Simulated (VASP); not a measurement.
# SnPHO3 (Cc) in VASP: a series of runs, part 2 of 2

VASP 6.6.1. Earlier steps stand in the parts before.

## (3) Electric field gradients, r2SCAN

POSCAR

```
SnPHO3
1.0
    3.5378500000     -6.1734000000      0.0000000000
    3.5378500000      6.1734000000      0.0000000000
   -2.4064500000      0.0000000000      4.0161100000
Sn H P O
2 2 2 6
Direct
    0.2420711186      0.9652936142      0.0584336369
    0.9652936142      0.2420711186      0.5584336369
    0.6982683935      0.5873511143      0.1031729710
    0.5873511143      0.6982683935      0.6031729710
    0.6343865178      0.3612068981      0.8910576258
    0.3612068981      0.6343865178      0.3910576258
    0.3933069415      0.2375091759      0.5807358247
    0.2375091759      0.3933069415      0.0807358247
    0.8571416078      0.4342015751      0.8264618672
    0.4342015751      0.8571416078      0.3264618672
    0.6010153037      0.2075277397      0.0832680744
    0.2075277397      0.6010153037      0.5832680744
```

INCAR.step1

```
ALGO = Normal ; EDIFF = 1E-4
ENCUT = 520 ; GGA = PE
ISMEAR = -1 ; LASPH = True
LCHARG = False ; LREAL = False
LWAVE = True ; NBANDS = 50
NELM = 100 ; PREC = Accurate
SIGMA = 0.02
```

INCAR.step2

```
ALGO = Normal ; EDIFF = 1E-8
ENCUT = 520 ; ISIF = 2
ISMEAR = -1 ; ISTART = 1
LASPH = True ; LCHARG = False
LEFG = True ; LMIXTAU = True
LREAL = False ; LWAVE = False
METAGGA = R2SCAN ; NBANDS = 50
NELM = 100 ; PREC = Accurate
SIGMA = 0.02
```

KPOINTS

```
k-points
0
Gamma
  4 4 6
```

Potentials or basis: VASP PAW PBE potentials, release 64 (Sn_d, H, P, O).

Command:

```sh
> cat potpaw_PBE.64/Sn_d/POTCAR potpaw_PBE.64/H/POTCAR potpaw_PBE.64/P/POTCAR potpaw_PBE.64/O/POTCAR > POTCAR
> cp INCAR.step1 INCAR
> mpirun -np 1 vasp_std > vasp.out
> cp INCAR.step2 INCAR
> mpirun -np 1 vasp_std > vasp.out
```

OUTCAR:

```text
EDIFF = 1E-8
   ENCUT = 520
   ISIF = 2
   ISMEAR = -1
   ISTART = 1
   LASPH = True
   LREAL = False
   METAGGA = R2SCAN
   NELM = 100
   PREC = Accurate

 ion  position               nearest neighbor table
   1  0.242  0.965  0.058-  10 2.17  11 2.19   7 2.24  12 2.80   5 3.26
   2  0.965  0.242  0.558-   9 2.17  12 2.19   8 2.24  11 2.80   6 3.26
   3  0.698  0.587  0.103-   5 1.41
   4  0.587  0.698  0.603-   6 1.41
   5  0.634  0.361  0.891-   3 1.41   9 1.54   7 1.54  11 1.55   1 3.26
   6  0.361  0.634  0.391-   4 1.41  10 1.54   8 1.54  12 1.55   2 3.26
   7  0.393  0.238  0.581-   5 1.54   1 2.24
   8  0.238  0.393  0.081-   6 1.54   2 2.24
   9  0.857  0.434  0.826-   5 1.54   2 2.17
  10  0.434  0.857  0.326-   6 1.54   1 2.17
  11  0.601  0.208  0.083-   5 1.55   1 2.19   2 2.80
  12  0.208  0.601  0.583-   6 1.55   2 2.19   1 2.80

  LATTYP: Found a base centered monoclinic cell.
 ALAT       =     7.0757000000
 B/A-ratio  =     1.7449580960
 C/A-ratio  =     0.6616864814
 COS(beta)  =    -0.5139905917

  Lattice vectors:

 A1 = (   3.5378500000,  -6.1734000000,   0.0000000000)
 A2 = (   3.5378500000,   6.1734000000,   0.0000000000)
 A3 = (  -2.4064500000,   0.0000000000,   4.0161100000)

Analysis of symmetry for initial positions (statically):
=====================================================================
 Subroutine PRICEL returns:
 Original cell was already a primitive cell.

 Routine SETGRP: Setting up the symmetry group for a
 base centered monoclinic supercell.

 Subroutine GETGRP returns: Found  2 space group operations
 (whereof  1 operations were pure point group operations)
 out of a pool of  4 trial point group operations.

The static configuration has the point symmetry C_1 .
 The point group associated with its full space group is C_1h.

[... 1488 lines left out ...]
      2.58120      1.68645      1.57053        -0.006700      0.134632     -0.092873
      0.83422     -0.96180      2.33230         0.271806     -0.458860      0.390371
      2.03745      0.96180      0.32424         0.271806      0.458860      0.390371
      2.57974     -2.61098      3.31916        -0.555550      0.144897     -0.026887
      3.78296      2.61098      1.31111        -0.555550     -0.144897     -0.026887
      2.66012     -2.42916      0.33441         0.256603      0.388313     -0.337548
      1.45690      2.42916      2.34247         0.256603     -0.388313     -0.337548
 -----------------------------------------------------------------------------------
    total drift:                                0.000682      0.000000     -0.000001

  FREE ENERGIE OF THE ION-ELECTRON SYSTEM (eV)
  ---------------------------------------------------
  free  energy   TOTEN  =      -129.9474487567 eV

  energy  without entropy=     -129.9474487567  energy(sigma->0) =     -129.94744876

 Electric field gradients (V/A^2)
---------------------------------------------------------------------
 ion       V_xx      V_yy      V_zz      V_xy      V_xz      V_yz
---------------------------------------------------------------------
   1      17.489    12.373   -29.862    87.055   -92.928   140.894
   2      17.489    12.373   -29.862   -87.055   -92.928  -140.894
   3      -4.741     3.998     0.743     6.128     5.215    10.253
   4      -4.741     3.998     0.743    -6.128     5.215   -10.253
   5       4.863    -2.093    -2.770    -4.480    -8.772    -9.876
   6       4.863    -2.093    -2.770     4.480    -8.772     9.876
   7     -42.932   -19.293    62.225   -23.784    41.072   -31.029
   8     -42.932   -19.293    62.225    23.784    41.072    31.029
   9      26.072    21.132   -47.204   -59.909   -11.330    41.181
  10      26.072    21.132   -47.204    59.909   -11.330   -41.181
  11      54.163   -19.498   -34.664    23.481   -42.091   -36.710
  12      54.163   -19.498   -34.664   -23.481   -42.091    36.710
---------------------------------------------------------------------

 Electric field gradients after diagonalization (V/A^2)
 (convention: |V_zz| > |V_xx| > |V_yy|)
----------------------------------------------------------------------
 ion       V_xx      V_yy      V_zz     asymmetry (V_yy - V_xx)/ V_zz
----------------------------------------------------------------------
   1     134.195    85.331  -219.526       0.223
   2     134.195    85.331  -219.526       0.223
   3      -8.012    -7.878    15.890       0.008
   4      -8.012    -7.878    15.890       0.008
   5      10.998     5.532   -16.530       0.331
   6      10.998     5.532   -16.530       0.331
   7     -61.788   -27.378    89.167       0.386
   8     -61.788   -27.378    89.167       0.386
   9     -70.125   -23.268    93.393       0.502
  10     -70.125   -23.268    93.393       0.502
  11     -67.855   -15.822    83.677       0.622
  12     -67.855   -15.822    83.677       0.622
----------------------------------------------------------------------

           NMR quadrupolar parameters

 Cq : quadrupolar parameter    Cq=e*Q*V_zz/h
 eta: asymmetry parameters     (V_yy - V_xx)/ V_zz
 Q  : nuclear electric quadrupole moment in mb (millibarn)
----------------------------------------------------------------------
 ion       Cq(MHz)       eta       Q (mb)
----------------------------------------------------------------------
   1      -0.531       0.223       1.000
   2      -0.531       0.223       1.000
   3       0.038       0.008       1.000
   4       0.038       0.008       1.000
   5      -0.040       0.331       1.000
   6      -0.040       0.331       1.000
   7       0.216       0.386       1.000
   8       0.216       0.386       1.000
   9       0.226       0.502       1.000
  10       0.226       0.502       1.000
  11       0.202       0.622       1.000
  12       0.202       0.622       1.000
----------------------------------------------------------------------
```

OUTCAR.step1:

```text
EDIFF = 1E-4
   ENCUT = 520
   GGA = PE
   ISMEAR = -1
   LASPH = True
   LREAL = False
[... 1536 lines left out ...]
      3.78296      2.61098      1.31111        -0.061766     -0.057868      0.018361
      2.66012     -2.42916      0.33441         0.052351      0.025238     -0.028993
      1.45690      2.42916      2.34247         0.052351     -0.025238     -0.028993
 -----------------------------------------------------------------------------------
    total drift:                               -0.001351      0.000000     -0.004219

  FREE ENERGIE OF THE ION-ELECTRON SYSTEM (eV)
  ---------------------------------------------------
  free  energy   TOTEN  =       -73.2244881939 eV

  energy  without entropy=      -73.2244881939  energy(sigma->0) =      -73.22448819
```

OSZICAR.step1:

```text
N       E                     dE             d eps       ncg     rms          rms(c)
DAV:   1     0.925361825221E+03    0.92536E+03   -0.35319E+04  3804   0.184E+03
DAV:   2     0.871006633612E+02   -0.83826E+03   -0.79100E+03  3728   0.561E+02
DAV:   3    -0.722985649214E+02   -0.15940E+03   -0.15582E+03  3906   0.205E+02
DAV:   4    -0.825278458038E+02   -0.10229E+02   -0.10128E+02  4072   0.583E+01
DAV:   5    -0.829106331857E+02   -0.38279E+00   -0.38196E+00  4590   0.114E+01    0.289E+01
DAV:   6    -0.732905824845E+02    0.96201E+01   -0.36769E+01  5390   0.360E+01    0.162E+01
DAV:   7    -0.732942402000E+02   -0.36577E-02   -0.28809E+00  4592   0.875E+00    0.499E+00
DAV:   8    -0.732269893328E+02    0.67251E-01   -0.28933E-01  4340   0.308E+00    0.211E+00
DAV:   9    -0.732215973717E+02    0.53920E-02   -0.63216E-02  4776   0.192E+00    0.342E-01
DAV:  10    -0.732236146378E+02   -0.20173E-02   -0.10546E-02  4252   0.682E-01    0.166E-01
DAV:  11    -0.732242778051E+02   -0.66317E-03   -0.18912E-03  4672   0.282E-01    0.897E-02
DAV:  12    -0.732244155732E+02   -0.13777E-03   -0.43455E-04  3998   0.173E-01    0.369E-02
DAV:  13    -0.732244881939E+02   -0.72621E-04   -0.10804E-04  2928   0.707E-02
   1 F= -.73224488E+02 E0= -.73224488E+02  d E =-.229972E-10
```

It took 25 min on 1 thread of Intel Xeon Platinum 8488C (Sapphire Rapids), shared host; peak memory 0.5 GiB.

What came out:

```yaml
Free_energy: -129.9474 eV
Pressure: -2.9 GPa
Largest_force: 0.661 eV/Å
Band_gap_on_the_k_mesh: 3.91 eV (least direct gap 4.17 eV)
Largest_electric_field_gradient_by_atom: Sn -219.5; H +15.9; P -16.5; O +89.2, +93.4, +83.7 (each value once) V/Å²
```

Forces in eV/Å, atoms in the order of the input:
```
Sn   0.167 -0.183  0.257
Sn   0.167  0.183  0.257
H   -0.133 -0.228 -0.190
H   -0.133  0.228 -0.190
P   -0.007 -0.135 -0.093
P   -0.007  0.135 -0.093
O    0.272 -0.459  0.390
O    0.272  0.459  0.390
O   -0.556  0.145 -0.027
O   -0.556 -0.145 -0.027
O    0.257  0.388 -0.338
O    0.257 -0.388 -0.338
```

Electric field gradients, principal values (V/Å²):
```
atom    least   middle  greatest (by size)
1 Sn   85.331  134.195            -219.526
2 Sn   85.331  134.195            -219.526
 3 H   -7.878   -8.012              15.890
 4 H   -7.878   -8.012              15.890
 5 P    5.532   10.998             -16.530
 6 P    5.532   10.998             -16.530
 7 O  -27.378  -61.788              89.167
 8 O  -27.378  -61.788              89.167
 9 O  -23.268  -70.125              93.393
10 O  -23.268  -70.125              93.393
11 O  -15.822  -67.855              83.677
12 O  -15.822  -67.855              83.677
```

Caveat: without QUAD_EFG the Cq values of the log hold for a quadrupole moment of 1 mb, not for the nuclei; the PAW data sets were made with another functional, which shifts forces and pressure a little; spin-orbit coupling is left out, which moves the levels of the heavy elements.
